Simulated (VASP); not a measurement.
# Al3Ru2 (I4/mmm) in VASP: a series of runs, part 2 of 2

VASP 6.6.1. Earlier steps stand in the parts before.

### Step 3. Single point, r2SCAN (biaxial strain in the a-b plane: -1.5 %)

Contents of POSCAR:

```
Al3Ru2
1.0
    3.0311546963      0.0000000000      0.0000000000
    0.0000000000      3.0311546963      0.0000000000
    0.0000000000      0.0000000000     14.4027858604
Al Ru
6 4
Direct
    0.0000000000      0.0000000000      0.0000000000
    0.5000000000      0.5000000000      0.3061492635
    0.0000000000      0.0000000000      0.1938507365
    0.5000000000      0.5000000000      0.5000000000
    0.0000000000      0.0000000000      0.8061492635
    0.5000000000      0.5000000000      0.6938507365
    0.5000000000      0.5000000000      0.1059185309
    0.0000000000      0.0000000000      0.3940814691
    0.0000000000      0.0000000000      0.6059185309
    0.5000000000      0.5000000000      0.8940814691
```

Contents of INCAR.step1:

```
SYSTEM = Al3Ru2
  PREC = Accurate
  ENCUT = 520
  ISMEAR = 0
  SIGMA = 0.1
  LREAL = .FALSE.
  LASPH = .TRUE.
  NELM = 100
  NBANDS = 48
  GGA = PE
  ALGO = Normal
  EDIFF = 1E-4
  LWAVE = .TRUE.
  LCHARG = .FALSE.
```

Contents of INCAR.step2:

```
SYSTEM = Al3Ru2
  PREC = Accurate
  ENCUT = 520
  EDIFF = 1E-7
  ISMEAR = 0
  SIGMA = 0.1
  LREAL = .FALSE.
  LASPH = .TRUE.
  NELM = 100
  ALGO = Normal
  ISIF = 2
  LWAVE = .FALSE.
  LCHARG = .FALSE.
  METAGGA = R2SCAN
  LMIXTAU = .TRUE.
  NBANDS = 48
  ISTART = 1
```

Contents of KPOINTS:

```
regular mesh
0
G
  12 12 4
  0 0 0
```

Potentials or basis: VASP PAW PBE potentials, release 64 (Al, Ru_pv).

Launch:

```bash
$ cat potpaw_PBE.64/Al/POTCAR potpaw_PBE.64/Ru_pv/POTCAR > POTCAR
$ cp INCAR.step1 INCAR
$ mpirun -np 1 vasp_std > vasp.out
$ cp INCAR.step2 INCAR
$ mpirun -np 1 vasp_std > vasp.out
```

OUTCAR:

```text
SYSTEM = Al3Ru2
   PREC = Accurate
   ENCUT = 520
   EDIFF = 1E-7
   ISMEAR = 0
   LREAL = .FALSE.
   LASPH = .TRUE.
   NELM = 100
   ISIF = 2
   METAGGA = R2SCAN
   ISTART = 1

 ion  position               nearest neighbor table
   1  0.000  0.000  0.000-   7 2.63  10 2.63   7 2.63  10 2.63   7 2.63  10 2.63   7 2.63  10 2.63
                             5 2.79   3 2.79
   2  0.500  0.500  0.306-   8 2.49   8 2.49   8 2.49   8 2.49   3 2.69   3 2.69   3 2.69   3 2.69
                             4 2.79   7 2.88
   3  0.000  0.000  0.194-   7 2.49   7 2.49   7 2.49   7 2.49   2 2.69   2 2.69   2 2.69   2 2.69
                             1 2.79   8 2.88
   4  0.500  0.500  0.500-   8 2.63   9 2.63   8 2.63   9 2.63   8 2.63   9 2.63   8 2.63   9 2.63
                             6 2.79   2 2.79
   5  0.000  0.000  0.806-  10 2.49  10 2.49  10 2.49  10 2.49   6 2.69   6 2.69   6 2.69   6 2.69
                             1 2.79   9 2.88
   6  0.500  0.500  0.694-   9 2.49   9 2.49   9 2.49   9 2.49   5 2.69   5 2.69   5 2.69   5 2.69
                             4 2.79  10 2.88
   7  0.500  0.500  0.106-   3 2.49   3 2.49   3 2.49   3 2.49   1 2.63   1 2.63   1 2.63   1 2.63
                             2 2.88  10 3.05
   8  0.000  0.000  0.394-   2 2.49   2 2.49   2 2.49   2 2.49   4 2.63   4 2.63   4 2.63   4 2.63
                             3 2.88   9 3.05
   9  0.000  0.000  0.606-   6 2.49   6 2.49   6 2.49   6 2.49   4 2.63   4 2.63   4 2.63   4 2.63
                             5 2.88   8 3.05
  10  0.500  0.500  0.894-   5 2.49   5 2.49   5 2.49   5 2.49   1 2.63   1 2.63   1 2.63   1 2.63
                             6 2.88   7 3.05

  LATTYP: Found a simple tetragonal cell.
 ALAT       =     3.0311546963
 C/A-ratio  =     4.7515839023

  Lattice vectors:

 A1 = (   3.0311546963,   0.0000000000,   0.0000000000)
 A2 = (   0.0000000000,   3.0311546963,   0.0000000000)
 A3 = (   0.0000000000,   0.0000000000,  14.4027858604)

Analysis of symmetry for initial positions (statically):
=====================================================================
 Subroutine PRICEL returns following result:

  LATTYP: Found a body centered tetragonal cell.
 ALAT       =     3.0311546963
 C/A-ratio  =     4.7515839023

  Lattice vectors:

 A1 = (  -1.5155773481,   1.5155773482,   7.2013929302)
 A2 = (   1.5155773482,  -1.5155773482,   7.2013929302)
 A3 = (   1.5155773481,   1.5155773481,  -7.2013929302)

   2 primitive cells build up your supercell.

 Routine SETGRP: Setting up the symmetry group for a
 simple tetragonal supercell.

 Subroutine GETGRP returns: Found 16 space group operations
 (whereof 16 operations were pure point group operations)
 out of a pool of 16 trial point group operations.

The static configuration has the point symmetry D_4h.

Analysis of symmetry for dynamics (positions and initial velocities):
=====================================================================
 Subroutine PRICEL returns following result:

  LATTYP: Found a body centered tetragonal cell.
 ALAT       =     3.0311546963
 C/A-ratio  =     4.7515839023

  Lattice vectors:

 A1 = (  -1.5155773481,   1.5155773482,   7.2013929302)
 A2 = (   1.5155773482,  -1.5155773482,   7.2013929302)
 A3 = (   1.5155773481,   1.5155773481,  -7.2013929302)

   2 primitive cells build up your supercell.

 Routine SETGRP: Setting up the symmetry group for a
 simple tetragonal supercell.

[... 93 lines left out ...]
   number of dos      NEDOS =    301   number of ions     NIONS =     10
   total plane-waves  NPLWV =  62208
   dimension x,y,z NGX =    24 NGY =   24 NGZ =  108
   dimension x,y,z NGXF=    48 NGYF=   48 NGZF=  216
   ions per type =               6   4
   NGX,Y,Z   is equivalent  to a cutoff of  13.16, 13.16, 12.47 a.u.
   NGXF,Y,Z  is equivalent  to a cutoff of  26.33, 26.33, 24.93 a.u.
 SYSTEM =  Al3Ru2
   PREC   = accura    normal or accurate (medium, high low for compatibility)
   ISTART =      1    job   : 0-new  1-cont  2-samecut
   ICHARG =      0    charge: 1-file 2-atom 10-const
   ISPIN  =      1    spin polarized calculation?
   LNONCOLLINEAR =      F non collinear calculations
   LSORBIT =      F    spin-orbit coupling
   LASPH  =      T    aspherical Exc in radial PAW
   ENCUT  =  520.0 eV  38.22 Ry    6.18 a.u.   5.64  5.64 26.78*2*pi/ulx,y,z
   NELM   =    100;   NELMIN=  2; NELMDL=  0     # of ELM steps
   EDIFF  = 0.1E-06   stopping-criterion for ELM
   LREAL  =      F    real-space projection
   EDIFFG = 0.1E-05   stopping-criterion for IOM
   NSW    =      0    number of steps for IOM
   IBRION =     -1    ionic relax: 0-MD 1-quasi-New 2-CG
   NFREE  =      0    steps in history (QN), initial steepest desc. (CG)
   ISIF   =      2    stress and relaxation
   ISYM   =      2    0-nonsym 1-usesym 2-fastsym
   POTIM  = 0.5000    time-step for ionic-motion
   TEBEG  =    0.0;   TEEND  =   0.0 temperature during run
   PSTRESS=    0.0 pullay stress
   NELECT =      74.0000    total number of electrons
   NUPDOWN=      -1.0000    fix difference up-down
   EMIN   =  10.00;   EMAX   =-10.00  energy-range for DOS
   EFERMI =   0.00;   METHOD = LEGACY
   ISMEAR =     0;   SIGMA  =   0.10  broadening in eV -4-tet -1-fermi 0-gaus
   EFERMI_NEDOS =   21; number of points for ismear=-14 and -15
   IALGO  =     38    algorithm
   IMIX   =      4    mixing-type and parameters
     AMIX     =   0.40;   BMIX     =  1.00
     AMIX_MAG =   1.60;   BMIX_MAG =  1.00
  volume/ion in A,a.u.               =      13.23        89.30
  Fermi-wavevector in a.u.,A,eV,Ry     =   1.348749  2.548766 24.750687  1.819124
  Thomas-Fermi vector in A             =   2.476392
   LORBIT       =      0    0 simple, 1 ext, 2 COOP (PROOUT), +10 PAW based schemes
   METAGGA = R2SCAN    functional components
   LHFCALC =     F    Hartree Fock is set to
   AEXX    =    0.0000 exact exchange contribution
   IVDW    =     0    specifies the selected vdW correction
   LEPSILON=     F    determine dielectric tensor
   LRPA    =     F    only Hartree local field effects (RPA)
 non-spin polarized calculation
 Gauss-broadening in eV      SIGMA  =   0.10
  energy-cutoff  :      520.00
  volume of cell :      132.33
 maximum number of plane-waves:      3600
 NGX is ok and might be reduce to    24
   NGX = 11   NGY = 11   NGZ = 53

 number of electron      74.0000002 magnetization

 Free energy of the ion-electron system (eV)
  ---------------------------------------------------
  ext. energy  EPLUGINS =         0.00000000
  ---------------------------------------------------
  free energy    TOTEN  =      -149.81630791 eV

  energy without entropy =     -149.80267643  energy(sigma->0) =     -149.80949217

 E-fermi :  10.6974     XC(G=0): -13.2827

 val. band max:       10.6647010714   @ k =   0.4167   0.3333   0.5000
 cond. band min:      10.7098452050   @ k =   0.3333   0.3333   0.2500
 fundamental gap:      0.0451441336
 Fermi energy:        10.6974341466

 k-point     1 :       0.0000    0.0000    0.0000
  band No.  band energies     occupation
      1     -32.6253      2.00000
      2     -32.6232      2.00000
      3     -32.5316      2.00000
      4     -32.5295      2.00000
      5     -32.5202      2.00000
      6     -32.5202      2.00000
[... 1213 lines left out ...]
     47      15.3497      0.00000
     48      15.4833      0.00000

 [... further k-points ...]

------------------------ aborting loop because EDIFF is reached ----------------------------------------

  FORCE on cell =-STRESS in cart. coord.  units (eV):
  Direction    XX          YY          ZZ          XY          YZ          ZX
  --------------------------------------------------------------------------------------
  -------------------------------------------------------------------------------------
  Total        5.4424687      5.4424687      0.7853126      0.0000000      0.0000000     -0.0000000
  in kB       65.8936875     65.8936875      9.5080282      0.0000000      0.0000000     -0.0000000
  external PRESSURE =      47.0984678 kB  Pullay stress =       0.0000000 kB

 VOLUME and BASIS-vectors are now :
 -----------------------------------------------------------------------------
  energy-cutoff  :      520.00
  volume of cell :      132.33
      direct lattice vectors                 reciprocal lattice vectors
     3.031154696  0.000000000  0.000000000     0.329907280  0.000000000  0.000000000
     0.000000000  3.031154696  0.000000000     0.000000000  0.329907280  0.000000000
     0.000000000  0.000000000 14.402785860     0.000000000  0.000000000  0.069431012

 POSITION                                       TOTAL-FORCE (eV/Angst)
 -----------------------------------------------------------------------------------
      0.00000      0.00000      0.00000        -0.000000     -0.000000      0.000000
      1.51558      1.51558      4.40940        -0.000000      0.000000     -0.027397
      0.00000      0.00000      2.79199        -0.000000     -0.000000      0.027397
      1.51558      1.51558      7.20139        -0.000000      0.000000      0.000000
      0.00000      0.00000     11.61080        -0.000000     -0.000000     -0.027397
      1.51558      1.51558      9.99338        -0.000000      0.000000      0.027397
      1.51558      1.51558      1.52552         0.000000      0.000000     -0.183753
      0.00000      0.00000      5.67587        -0.000000     -0.000000      0.183753
      0.00000      0.00000      8.72691         0.000000      0.000000     -0.183753
      1.51558      1.51558     12.87726        -0.000000     -0.000000      0.183753
 -----------------------------------------------------------------------------------
    total drift:                                0.000000     -0.000000      0.000000

  FREE ENERGIE OF THE ION-ELECTRON SYSTEM (eV)
  ---------------------------------------------------
  free  energy   TOTEN  =      -149.8163079132 eV

  energy  without entropy=     -149.8026764344  energy(sigma->0) =     -149.80949217
```

It took 71 min on 1 thread of Oxide Virtual Turin-like, shared host; peak memory 0.48 GiB.

Results:

| Quantity | Value |
| --- | --- |
| Free energy | -149.8163 eV |
| Pressure | 4.7 GPa |
| Largest force | 0.184 eV/Å |
| Band gap on the k mesh | zero (bands 37 and 38 overlap by 2.17 eV) |

Forces on the atoms (eV/Å):
```
Al   0.000  0.000  0.000
Al   0.000  0.000 -0.027
Al   0.000  0.000  0.027
Al   0.000  0.000  0.000
Al   0.000  0.000 -0.027
Al   0.000  0.000  0.027
Ru   0.000  0.000 -0.184
Ru   0.000  0.000  0.184
Ru   0.000  0.000 -0.184
Ru   0.000  0.000  0.184
```

Stress tensor (GPa, compression positive):
```
6.59 0.00 0.00
0.00 6.59 0.00
0.00 0.00 0.95
```

Levels at points of the mesh, in eV from the Fermi level:
| k point | band 36 | band 37 | band 38 | band 39 | band 40 | band 41 |
| --- | --- | --- | --- | --- | --- | --- |
| (0.00, 0.00, 0.00) | -0.20 | -0.10 | -0.09 | 2.42 | 3.44 | 4.79 |
| (0.50, 0.00, 0.00) | -1.15 | -0.43 | -0.43 | 1.56 | 1.56 | 1.98 |
| (0.50, 0.50, 0.00) | 0.71 | 1.45 | 1.45 | 1.49 | 1.49 | 2.14 |
| (0.00, 0.00, 0.50) | -0.21 | -0.09 | -0.09 | 2.75 | 2.75 | 5.34 |
| (0.50, 0.00, 0.50) | -1.15 | -0.43 | -0.43 | 1.54 | 1.54 | 1.99 |
| (0.50, 0.50, 0.50) | 1.41 | 1.41 | 1.41 | 1.45 | 1.45 | 1.49 |

Caveat: the cell differs from its parent crystal (biaxial strain in the a-b plane: -1.5 %); the stress differs along the axes, from 1 to 7 GPa; the PAW data sets were made with another functional, which shifts forces and pressure a little.

### Step 4. Single point, r2SCAN (equal strain along all axes, cell held: -3.0 %, then relaxed in part)

Contents of POSCAR:

```
Al3Ru2
1.0
    2.9849949801      0.0000000000      0.0000000000
    0.0000000000      2.9849949801      0.0000000000
    0.0000000000      0.0000000000     13.8460874971
Al Ru
6 4
Direct
    0.0000000000      0.0000000000      0.0000000000
    0.5000000000      0.5000000000      0.3044161050
    0.0000000000      0.0000000000      0.1955838950
    0.5000000000      0.5000000000      0.5000000000
    0.0000000000      0.0000000000      0.8044161050
    0.5000000000      0.5000000000      0.6955838950
    0.5000000000      0.5000000000      0.1055410098
    0.0000000000      0.0000000000      0.3944589902
    0.0000000000      0.0000000000      0.6055410098
    0.5000000000      0.5000000000      0.8944589902
```

Contents of INCAR.step1:

```
SYSTEM = Al3Ru2
ALGO = Normal
EDIFF = 1E-4
ENCUT = 520
GGA = PE
ISMEAR = 0
LASPH = .True.
LCHARG = .False.
LREAL = .False.
LWAVE = .True.
NBANDS = 48
NELM = 100
PREC = Accurate
SIGMA = 0.1
```

Contents of INCAR.step2:

```
SYSTEM = Al3Ru2
ALGO = Normal
EDIFF = 1E-6
ENCUT = 520
ISIF = 2
ISMEAR = 0
ISTART = 1
LASPH = .True.
LCHARG = .False.
LMIXTAU = .True.
LREAL = .False.
LWAVE = .False.
METAGGA = R2SCAN
NBANDS = 48
NELM = 100
PREC = Accurate
SIGMA = 0.1
```

Contents of KPOINTS:

```
k-points
0
Gamma
  12 12 4
  0 0 0
```

Launch:

```bash
$ cat potpaw_PBE.64/Al/POTCAR potpaw_PBE.64/Ru_pv/POTCAR > POTCAR
$ cp INCAR.step1 INCAR
$ mpirun -np 1 vasp_std > vasp.out
$ cp INCAR.step2 INCAR
$ mpirun -np 1 vasp_std > vasp.out
```

It took 19 min on 1 thread of Oxide Virtual Turin-like, shared host; peak memory 0.47 GiB.

The run converged. Its results:

| Property | Result |
| --- | --- |
| Free energy | -149.1517 eV |
| Pressure | 21.8 GPa |
| Largest force | 0.026 eV/Å |
| Band gap on the k mesh | zero (bands 37 and 38 overlap by 2.34 eV) |

Forces on the atoms (eV/Å):
```
Al   0.000  0.000  0.000
Al   0.000  0.000 -0.026
Al   0.000  0.000  0.026
Al   0.000  0.000  0.000
Al   0.000  0.000 -0.026
Al   0.000  0.000  0.026
Ru   0.000  0.000 -0.006
Ru   0.000  0.000  0.006
Ru   0.000  0.000 -0.006
Ru   0.000  0.000  0.006
```

Stress tensor (GPa, compression positive):
```
22.14  0.00  0.00
 0.00 22.14  0.00
 0.00  0.00 21.20
```

Levels at points of the mesh, in eV from the Fermi level:
```
           k point  band 36  band 37  band 38  band 39  band 40  band 41
(0.00, 0.00, 0.00)    -0.31    -0.18    -0.16     2.94     4.11     4.94
(0.50, 0.00, 0.00)    -1.39    -0.50    -0.50     1.69     1.69     2.07
(0.50, 0.50, 0.00)     0.78     1.48     1.48     1.54     1.54     2.27
(0.00, 0.00, 0.50)    -0.32    -0.17    -0.17     3.33     3.33     5.36
(0.50, 0.00, 0.50)    -1.39    -0.50    -0.50     1.67     1.67     2.08
(0.50, 0.50, 0.50)     1.48     1.51     1.51     1.51     1.51     1.54
```

Caveat: the cell differs from its parent crystal (equal strain along all axes, cell held: -3.0 %, then relaxed in part); the cell stands under pressure; the PAW data sets were made with another functional, which shifts forces and pressure a little.

### Step 5. The runs side by side

| cell | gap on the mesh (eV) | pressure (GPa) | largest force (eV/Å) |
| --- | --- | --- | --- |
| a = 3.031, b = 3.031, c = 14.466 Å, 10 atoms, atomic positions A | none | 3.8 | 0.02 |
| a = 3.031, b = 3.031, c = 14.403 Å, 10 atoms, atomic positions B | none | 4.7 | 0.18 |
| a = 2.985, b = 2.985, c = 13.846 Å, 10 atoms, atomic positions C | none | 21.8 | 0.03 |

Alike in all rows: task single point; level r2SCAN; potentials or basis VASP PAW PBE potentials, release 64 (Al, Ru_pv); no spin polarisation; k mesh 12 × 12 × 4; cutoff (eV) 520; smearing gaussian 0.1 eV.

Caveats: the PAW data sets were made with another functional, which shifts forces and pressure a little; the stress differs along the axes, from -0 to 6 GPa (at least some runs); the stress differs along the axes, from 1 to 7 GPa (at least some runs); the cell stands under pressure (at least some runs).

Absolute energies hang on the potentials; compare differences alone.

The gap in the log of VASP goes by the Fermi energy; the results here count the filled bands.